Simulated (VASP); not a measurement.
# Rh (Fm-3m) in VASP: notebook

Runs on Rh. Level: PBEsol. Tasks: electric field gradients.

Program: VASP 6.6.1. These are calculated values, not measurements. Logs are shortened: lines on timing, memory, paths and dates and some standing lists are left out, and cuts for length are marked.

## 1. The cell of the first run

The structure is cubic, space group Fm-3m (No. 225). The conventional cell has a = 3.752 Å, b = 3.752 Å, c = 3.752 Å, α = 90.00°, β = 90.00°, γ = 90.00°. Within 3.5 Å of Rh (site symmetry m-3m) lie 12 Rh at 2.65 Å.

## 2. Electric field gradients, PBEsol (volume scaled by 0.96)

INCAR

```
ALGO = Normal ; EDIFF = 1E-8
ENCUT = 520 ; GGA = PS
ISIF = 2 ; ISMEAR = -1
LASPH = T ; LCHARG = F
LEFG = T ; LREAL = F
LWAVE = F ; NBANDS = 14
NELM = 80 ; PREC = Accurate
SIGMA = 0.08
```

KPOINTS

```
k-points
0
Gamma
  16 16 16
```

POSCAR

```
Rh
1.0
    0.0000000000      1.8758502280      1.8758502280
    1.8758502280      0.0000000000      1.8758502280
    1.8758502280      1.8758502280      0.0000000000
Rh
1
Direct
    0.0000000000      0.0000000000      0.0000000000
```

Potentials or basis: VASP PAW PBE potentials, release 64 (Rh_pv).

Launch:

```bash
cat potpaw_PBE.64/Rh_pv/POTCAR > POTCAR
mpirun -np 1 vasp_std > vasp.out
```

OUTCAR:

```text
EDIFF = 1E-8
   ENCUT = 520
   GGA = PS
   ISIF = 2
   ISMEAR = -1
   LASPH = T
   LREAL = F
   NELM = 80
   PREC = Accurate

 ion  position               nearest neighbor table
   1  0.000  0.000  0.000-

  LATTYP: Found a face centered cubic cell.
 ALAT       =     3.7517004560

  Lattice vectors:

 A1 = (   0.0000000000,   1.8758502280,   1.8758502280)
 A2 = (   1.8758502280,   0.0000000000,   1.8758502280)
 A3 = (   1.8758502280,   1.8758502280,   0.0000000000)

Analysis of symmetry for initial positions (statically):
=====================================================================
 Subroutine PRICEL returns:
 Original cell was already a primitive cell.

 Routine SETGRP: Setting up the symmetry group for a
 face centered cubic supercell.

 Subroutine GETGRP returns: Found 48 space group operations
 (whereof 48 operations were pure point group operations)
 out of a pool of 48 trial point group operations.

The static configuration has the point symmetry O_h .

Analysis of symmetry for dynamics (positions and initial velocities):
=====================================================================
 Subroutine PRICEL returns:
 Original cell was already a primitive cell.

 Routine SETGRP: Setting up the symmetry group for a
 face centered cubic supercell.

 Subroutine GETGRP returns: Found 48 space group operations
 (whereof 48 operations were pure point group operations)
 out of a pool of 48 trial point group operations.

The dynamic configuration has the point symmetry O_h .

 Subroutine INISYM returns: Found 48 space group operations
 (whereof 48 operations are pure point group operations),
 and found     1 'primitive' translations

----------------------------------------------------------------------------------------

                                     Primitive cell

  volume of cell :      13.2015

  direct lattice vectors                    reciprocal lattice vectors
     0.000000000  1.875850228  1.875850228    -0.266545800  0.266545800  0.266545800
     1.875850228  0.000000000  1.875850228     0.266545800 -0.266545800  0.266545800
     1.875850228  1.875850228  0.000000000     0.266545800  0.266545800 -0.266545800

  length of vectors
     2.652852833  2.652852833  2.652852833     0.461670868  0.461670868  0.461670868

  position of ions in fractional coordinates (direct lattice)
     0.000000000  0.000000000  0.000000000

  ion indices of the primitive-cell ions
   primitive index   ion index
                 1           1

----------------------------------------------------------------------------------------

 KPOINTS: k-points

Automatic generation of k-mesh.
 Grid dimensions read from file:
 generate k-points for:   16   16   16

 Generating k-lattice:

  Cartesian coordinates                     Fractional coordinates (reciprocal lattice)
    -0.016659113  0.016659113  0.016659113     0.062500000  0.000000000  0.000000000
     0.016659113 -0.016659113  0.016659113     0.000000000  0.062500000  0.000000000
     0.016659113  0.016659113 -0.016659113     0.000000000  0.000000000  0.062500000

  Length of vectors
     0.028854429  0.028854429  0.028854429

  Shift w.r.t. Gamma in fractional coordinates (k-lattice)
     0.000000000  0.000000000  0.000000000

 Subroutine IBZKPT returns following result:
 ===========================================

 Found    145 irreducible k-points:

 Following reciprocal coordinates:
            Coordinates               Weight
  0.000000  0.000000  0.000000      1.000000
  0.062500  0.000000  0.000000      8.000000
  0.125000  0.000000  0.000000      8.000000
  0.187500  0.000000  0.000000      8.000000
  0.250000  0.000000  0.000000      8.000000
  0.312500  0.000000  0.000000      8.000000
[... 16 lines left out ...]
 -0.125000  0.062500  0.000000     24.000000
 -0.062500  0.062500  0.000000     12.000000
 [... further k-points ...]
   k-points           NKPTS =    145   k-points in BZ     NKDIM =    145   number of bands    NBANDS=     14
   number of dos      NEDOS =    301   number of ions     NIONS =      1
   total plane-waves  NPLWV =   8000
   dimension x,y,z NGX =    20 NGY =   20 NGZ =   20
   dimension x,y,z NGXF=    40 NGYF=   40 NGZF=   40
   ions per type =               1
   NGX,Y,Z   is equivalent  to a cutoff of  12.53, 12.53, 12.53 a.u.
   NGXF,Y,Z  is equivalent  to a cutoff of  25.07, 25.07, 25.07 a.u.
 SYSTEM =  unknown system
   PREC   = accura    normal or accurate (medium, high low for compatibility)
   ISTART =      0    job   : 0-new  1-cont  2-samecut
   ICHARG =      2    charge: 1-file 2-atom 10-const
   ISPIN  =      1    spin polarized calculation?
   LNONCOLLINEAR =      F non collinear calculations
   LSORBIT =      F    spin-orbit coupling
   LASPH  =      T    aspherical Exc in radial PAW
   ENCUT  =  520.0 eV  38.22 Ry    6.18 a.u.   4.93  4.93  4.93*2*pi/ulx,y,z
   NELM   =     80;   NELMIN=  2; NELMDL= -5     # of ELM steps
   EDIFF  = 0.1E-07   stopping-criterion for ELM
   LREAL  =      F    real-space projection
   EDIFFG = 0.1E-06   stopping-criterion for IOM
   NSW    =      0    number of steps for IOM
   IBRION =     -1    ionic relax: 0-MD 1-quasi-New 2-CG
   NFREE  =      0    steps in history (QN), initial steepest desc. (CG)
   ISIF   =      2    stress and relaxation
   ISYM   =      2    0-nonsym 1-usesym 2-fastsym
   POTIM  = 0.5000    time-step for ionic-motion
   TEBEG  =    0.0;   TEEND  =   0.0 temperature during run
   PSTRESS=    0.0 pullay stress
   NELECT =      15.0000    total number of electrons
   NUPDOWN=      -1.0000    fix difference up-down
   EMIN   =  10.00;   EMAX   =-10.00  energy-range for DOS
   EFERMI =   0.00;   METHOD = LEGACY
   ISMEAR =    -1;   SIGMA  =   0.08  broadening in eV -4-tet -1-fermi 0-gaus
   EFERMI_NEDOS =   21; number of points for ismear=-14 and -15
   IALGO  =     38    algorithm
   IMIX   =      4    mixing-type and parameters
     AMIX     =   0.40;   BMIX     =  1.00
     AMIX_MAG =   1.60;   BMIX_MAG =  1.00
  volume/ion in A,a.u.               =      13.20        89.09
  Fermi-wavevector in a.u.,A,eV,Ry     =   1.708298  3.228216 39.705661  2.918284
  Thomas-Fermi vector in A             =   2.786992
   LORBIT       =      0    0 simple, 1 ext, 2 COOP (PROOUT), +10 PAW based schemes
   GGA     = PS    functional components
   LHFCALC =     F    Hartree Fock is set to
   AEXX    =    0.0000 exact exchange contribution
   IVDW    =     0    specifies the selected vdW correction
   LEPSILON=     F    determine dielectric tensor
   LRPA    =     F    only Hartree local field effects (RPA)
 non-spin polarized calculation
  energy-cutoff  :      520.00
  volume of cell :       13.20
 maximum number of plane-waves:       366
   NGX =  9   NGY =  9   NGZ =  9

 number of electron      15.0000001 magnetization

 Free energy of the ion-electron system (eV)
  ---------------------------------------------------
  ext. energy  EPLUGINS =         0.00000000
  ---------------------------------------------------
  free energy    TOTEN  =        -8.14446712 eV

  energy without entropy =       -8.11672371  energy(sigma->0) =       -8.13059541

 E-fermi :  12.5128     XC(G=0): -14.4811

 val. band max:       12.5080985735   @ k =   0.3125   0.2500   0.0000
 cond. band min:      12.5147942990   @ k =  -0.1875   0.1250   0.0000
 fundamental gap:      0.0066957255
 Fermi energy:        12.5128004533

 k-point     1 :       0.0000    0.0000    0.0000
  band No.  band energies     occupation
      1     -33.8841      2.00000
      2     -33.8841      2.00000
      3     -33.8841      2.00000
      4       4.1586      2.00000
      5       9.2225      2.00000
      6       9.2225      2.00000
      7       9.2225      2.00000
      8      11.4748      2.00000
      9      11.4748      2.00000
     10      28.4113      0.00000
     11      32.7724      0.00000
     12      34.0963      0.00000
     13      34.0963      0.00000
     14      34.0963      0.00000

 k-point     2 :       0.0625    0.0000    0.0000
  band No.  band energies     occupation
      1     -33.9177      2.00000
      2     -33.8886      2.00000
      3     -33.8886      2.00000
      4       4.3226      2.00000
      5       9.1471      2.00000
      6       9.2878      2.00000
      7       9.2878      2.00000
      8      11.4370      2.00000
      9      11.4370      2.00000
     10      28.6593      0.00000
[... 362 lines left out ...]
 k-point    24 :      -0.0625    0.0625    0.0000
  band No.  band energies     occupation
      1     -33.9646      2.00000
      2     -33.9083      2.00000
      3     -33.8903      2.00000
      4       4.5878      2.00000
      5       9.0063      2.00000
      6       9.3775      2.00000
      7       9.4289      2.00000
      8      11.2708      2.00000
      9      11.5002      1.99999
     10      29.0469      0.00000
     11      32.3890      0.00000
     12      32.7821      0.00000
     13      34.1972      0.00000
     14      34.9966      0.00000

 [... further k-points ...]
[... 5 lines left out ...]
  --------------------------------------------------------------------------------------
  -------------------------------------------------------------------------------------
  Total        0.5979931      0.5979931      0.5979931      0.0000000     -0.0000000      0.0000000
  in kB       72.5741994     72.5741994     72.5741994      0.0000000     -0.0000000      0.0000000
  external PRESSURE =      72.5741994 kB  Pullay stress =       0.0000000 kB

 VOLUME and BASIS-vectors are now :
 -----------------------------------------------------------------------------
  energy-cutoff  :      520.00
  volume of cell :       13.20
      direct lattice vectors                 reciprocal lattice vectors
     0.000000000  1.875850228  1.875850228    -0.266545800  0.266545800  0.266545800
     1.875850228  0.000000000  1.875850228     0.266545800 -0.266545800  0.266545800
     1.875850228  1.875850228  0.000000000     0.266545800  0.266545800 -0.266545800

 POSITION                                       TOTAL-FORCE (eV/Angst)
 -----------------------------------------------------------------------------------
      0.00000      0.00000      0.00000        -0.000000      0.000000     -0.000000
 -----------------------------------------------------------------------------------
    total drift:                                0.000000      0.000000      0.000000

  FREE ENERGIE OF THE ION-ELECTRON SYSTEM (eV)
  ---------------------------------------------------
  free  energy   TOTEN  =        -8.1444671201 eV

  energy  without entropy=       -8.1167237065  energy(sigma->0) =       -8.13059541

 Electric field gradients (V/A^2)
---------------------------------------------------------------------
 ion       V_xx      V_yy      V_zz      V_xy      V_xz      V_yz
---------------------------------------------------------------------
   1      -0.000     0.000    -0.000     0.001     0.001     0.001
---------------------------------------------------------------------

 Electric field gradients after diagonalization (V/A^2)
 (convention: |V_zz| > |V_xx| > |V_yy|)
----------------------------------------------------------------------
 ion       V_xx      V_yy      V_zz     asymmetry (V_yy - V_xx)/ V_zz
----------------------------------------------------------------------
   1      -0.001    -0.001     0.002       0.000
----------------------------------------------------------------------

           NMR quadrupolar parameters

 Cq : quadrupolar parameter    Cq=e*Q*V_zz/h
 eta: asymmetry parameters     (V_yy - V_xx)/ V_zz
 Q  : nuclear electric quadrupole moment in mb (millibarn)
----------------------------------------------------------------------
 ion       Cq(MHz)       eta       Q (mb)
----------------------------------------------------------------------
   1       0.000       0.000       1.000
----------------------------------------------------------------------
```

Run time: 11 s. Hardware: 1 thread of Intel Xeon 6975P-C (Granite Rapids), shared host; peak memory 0.14 GiB.

What came out:

- Free energy: -8.1445 eV
- Pressure: 7.3 GPa

Caveat: without QUAD_EFG the Cq values of the log hold for a quadrupole moment of 1 mb, not for the nuclei; the PAW data sets were made with another functional, which shifts forces and pressure a little.

## 3. Electric field gradients, PBEsol (volume scaled by 0.96)

INCAR

```
SYSTEM = Rh
PREC = Accurate ; ENCUT = 520
EDIFF = 1E-8 ; ISMEAR = -1
SIGMA = 0.08 ; LREAL = .FALSE.
LASPH = .TRUE. ; NELM = 80
ALGO = Normal ; ISIF = 2
LWAVE = .FALSE. ; LCHARG = .FALSE.
GGA = PS ; LEFG = .TRUE.
NBANDS = 14
```

KPOINTS

```
Automatic mesh
0
G
  16 16 16
  0 0 0
```

POSCAR is that of step 2.

Potentials or basis: VASP PAW PBE potentials, release 64 (Rh_pv).

Launch:

```bash
cat potpaw_PBE.64/Rh_pv/POTCAR > POTCAR
mpirun -np 1 vasp_std > vasp.out
```

OUTCAR:

```text
SYSTEM = Rh
   PREC = Accurate
   ENCUT = 520
   EDIFF = 1E-8
   ISMEAR = -1
   LREAL = .FALSE.
   LASPH = .TRUE.
   NELM = 80
   ISIF = 2
   GGA = PS

 ion  position               nearest neighbor table
   1  0.000  0.000  0.000-

  LATTYP: Found a face centered cubic cell.
 ALAT       =     3.7517004560

  Lattice vectors:

 A1 = (   0.0000000000,   1.8758502280,   1.8758502280)
 A2 = (   1.8758502280,   0.0000000000,   1.8758502280)
 A3 = (   1.8758502280,   1.8758502280,   0.0000000000)

Analysis of symmetry for initial positions (statically):
=====================================================================
 Subroutine PRICEL returns:
 Original cell was already a primitive cell.

 Routine SETGRP: Setting up the symmetry group for a
 face centered cubic supercell.

 Subroutine GETGRP returns: Found 48 space group operations
 (whereof 48 operations were pure point group operations)
 out of a pool of 48 trial point group operations.

The static configuration has the point symmetry O_h .

Analysis of symmetry for dynamics (positions and initial velocities):
=====================================================================
 Subroutine PRICEL returns:
 Original cell was already a primitive cell.

 Routine SETGRP: Setting up the symmetry group for a
 face centered cubic supercell.

 Subroutine GETGRP returns: Found 48 space group operations
 (whereof 48 operations were pure point group operations)
 out of a pool of 48 trial point group operations.

The dynamic configuration has the point symmetry O_h .

 Subroutine INISYM returns: Found 48 space group operations
[... 152 lines left out ...]
      2     -33.8841      2.00000
      3     -33.8841      2.00000
      4       4.1586      2.00000
      5       9.2225      2.00000
      6       9.2225      2.00000
      7       9.2225      2.00000
      8      11.4748      2.00000
      9      11.4748      2.00000
     10      28.4113      0.00000
     11      32.7724      0.00000
     12      34.0963      0.00000
     13      34.0963      0.00000
     14      34.0963      0.00000
[... 377 lines left out ...]
      1     -33.9646      2.00000
      2     -33.9083      2.00000
      3     -33.8903      2.00000
      4       4.5878      2.00000
      5       9.0063      2.00000
      6       9.3775      2.00000
      7       9.4289      2.00000
      8      11.2708      2.00000
      9      11.5002      1.99999
     10      29.0469      0.00000
     11      32.3890      0.00000
     12      32.7821      0.00000
     13      34.1972      0.00000
     14      34.9966      0.00000

 [... further k-points ...]
[... 5 lines left out ...]
  --------------------------------------------------------------------------------------
  -------------------------------------------------------------------------------------
  Total        0.5979931      0.5979931      0.5979931      0.0000000     -0.0000000      0.0000000
  in kB       72.5741994     72.5741994     72.5741994      0.0000000     -0.0000000      0.0000000
  external PRESSURE =      72.5741994 kB  Pullay stress =       0.0000000 kB

 VOLUME and BASIS-vectors are now :
 -----------------------------------------------------------------------------
  energy-cutoff  :      520.00
  volume of cell :       13.20
      direct lattice vectors                 reciprocal lattice vectors
     0.000000000  1.875850228  1.875850228    -0.266545800  0.266545800  0.266545800
     1.875850228  0.000000000  1.875850228     0.266545800 -0.266545800  0.266545800
     1.875850228  1.875850228  0.000000000     0.266545800  0.266545800 -0.266545800

 POSITION                                       TOTAL-FORCE (eV/Angst)
 -----------------------------------------------------------------------------------
      0.00000      0.00000      0.00000        -0.000000      0.000000     -0.000000
 -----------------------------------------------------------------------------------
    total drift:                                0.000000      0.000000      0.000000

  FREE ENERGIE OF THE ION-ELECTRON SYSTEM (eV)
  ---------------------------------------------------
  free  energy   TOTEN  =        -8.1444671201 eV

  energy  without entropy=       -8.1167237065  energy(sigma->0) =       -8.13059541

 Electric field gradients (V/A^2)
---------------------------------------------------------------------
 ion       V_xx      V_yy      V_zz      V_xy      V_xz      V_yz
---------------------------------------------------------------------
   1      -0.000     0.000    -0.000     0.001     0.001     0.001
---------------------------------------------------------------------

 Electric field gradients after diagonalization (V/A^2)
 (convention: |V_zz| > |V_xx| > |V_yy|)
----------------------------------------------------------------------
 ion       V_xx      V_yy      V_zz     asymmetry (V_yy - V_xx)/ V_zz
----------------------------------------------------------------------
   1      -0.001    -0.001     0.002       0.000
----------------------------------------------------------------------

           NMR quadrupolar parameters

 Cq : quadrupolar parameter    Cq=e*Q*V_zz/h
 eta: asymmetry parameters     (V_yy - V_xx)/ V_zz
 Q  : nuclear electric quadrupole moment in mb (millibarn)
----------------------------------------------------------------------
 ion       Cq(MHz)       eta       Q (mb)
----------------------------------------------------------------------
   1       0.000       0.000       1.000
----------------------------------------------------------------------
```

Run time: 10 s. Hardware: 1 thread of Intel Xeon 6975P-C (Granite Rapids), shared host; peak memory 0.14 GiB.

What came out:

```yaml
Free_energy: -8.1445 eV
Pressure: 7.3 GPa
```

Caveat: without QUAD_EFG the Cq values of the log hold for a quadrupole moment of 1 mb, not for the nuclei; the PAW data sets were made with another functional, which shifts forces and pressure a little.

(Continued in part 2 of 2.)
